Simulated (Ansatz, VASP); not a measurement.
## SiO2: VASP beside Ansatz

The input POSCAR:

```
SiO2
1.0
   -2.5681223587      2.5681223587      3.6578437059
    2.5681223587     -2.5681223587      3.6578437059
    2.5681223587      2.5681223587     -3.6578437059
Si O
2 4
Direct
    0.0000000000      0.0000000000      0.0000000000
    0.7500000000      0.2500000000      0.5000000000
    0.9409316564      0.6250000000      0.8159316564
    0.3750000000      0.1909316564      0.3159316564
    0.8090683436      0.1250000000      0.1840683436
    0.8750000000      0.0590683436      0.6840683436
```

The input INCAR.step1:

```
  PREC = Accurate
  ENCUT = 520
  EDIFF = 1E-5
  ISMEAR = 0
  SIGMA = 0.01
  LREAL = False
  LASPH = True
  NELM = 100
  ALGO = Normal
  ISIF = 2
  LWAVE = True
  GGA = PE
  NBANDS = 25
```

Contents of INCAR.step2:

```
  PREC = Accurate
  ENCUT = 520
  EDIFF = 1E-6
  ISMEAR = 0
  SIGMA = 0.01
  LREAL = False
  LASPH = True
  NELM = 100
  ALGO = Normal
  ISIF = 2
  LWAVE = False
  LCHARG = True
  GGA = PE
  LHFCALC = True
  HFSCREEN = 0.2079
  PRECFOCK = Fast
  LELF = True
  LVHAR = True
  ISTART = 1
  NBANDS = 25
```

Contents of KPOINTS:

```
Automatic mesh
0
Gamma
  4 4 4
```

Input for Ansatz:

```yaml
crystal:
  lattice:
    - [-2.5681223587, 2.5681223587, 3.6578437059]
    - [2.5681223587, -2.5681223587, 3.6578437059]
    - [2.5681223587, 2.5681223587, -3.6578437059]
  atoms:
    - { symbol: Si, position: [0.0, 0.0, 0.0] }
    - { symbol: Si, position: [0.75, 0.25, 0.5] }
    - { symbol: O, position: [0.9409316564, 0.625, 0.8159316564] }
    - { symbol: O, position: [0.375, 0.1909316564, 0.3159316564] }
    - { symbol: O, position: [0.8090683436, 0.125, 0.1840683436] }
    - { symbol: O, position: [0.875, 0.0590683436, 0.6840683436] }
kpoints:
  mp_grid: { grid: [4, 4, 4] }
  band_path:
    path:
      - [0.0, 0.0, 0.0]
      - [0.0, 0.0, 0.5]
      - [0.25, 0.25, 0.25]
      - [0.0, 0.5, 0.0]
      - [0.5, 0.5, -0.5]
      - [0.3641756915, 0.6358243085, -0.3641756915]
      - [-0.3641756915, 0.3641756915, 0.3641756915]
      - [-0.2283513829, 0.2283513829, 0.5]
      - [0.5, 0.5, -0.2283513829]
    npoints: 1
hamiltonian:
  xc: hse06
scf:
  occupations: { method: fixed }
  n_extra_bands: 5
output:
  forces: true
  stress: true
  eigenvalues: true
  write_density: true
  write_potential: true
  elf: true
  volumetric_format: npy
```

Change from the starting cell: biaxial_xy strain +3.9%.

Alike in both runs: task single point; functional HSE06; k mesh 4 × 4 × 4; no spin polarisation.

|  | VASP | Ansatz |
| --- | --- | --- |
| version | VASP 6.6.1 | Ansatz 0.2.0 |
| potentials or method | VASP PAW PBE potentials, release 64 (Si, O) | plane waves, PAW |
| plane-wave cutoff (eV) | 520 | 420 |
| occupations | gaussian, width 0.01 eV | fixed |
| valence electrons in the cell | 32 | 32 |

```tsv
	VASP	Ansatz	Ansatz less VASP
gap on the k mesh at the Fermi level (eV)	7.41	7.41	0.000
pressure (GPa)	-1.7	-1.6	+0.09
traceless stress, the component that is largest in VASP (GPa)	0.50	0.48	-0.022
rms of the force components (eV/Å)	0.026	0.019	-0.0072
```

Atom by atom the forces differ by 0.007 eV/Å (rms over components). Ansatz's warnings: stress exchange threshold loose, stress scf threshold loose.

The k mesh is coarse, so the values compare programs but aren't converged.
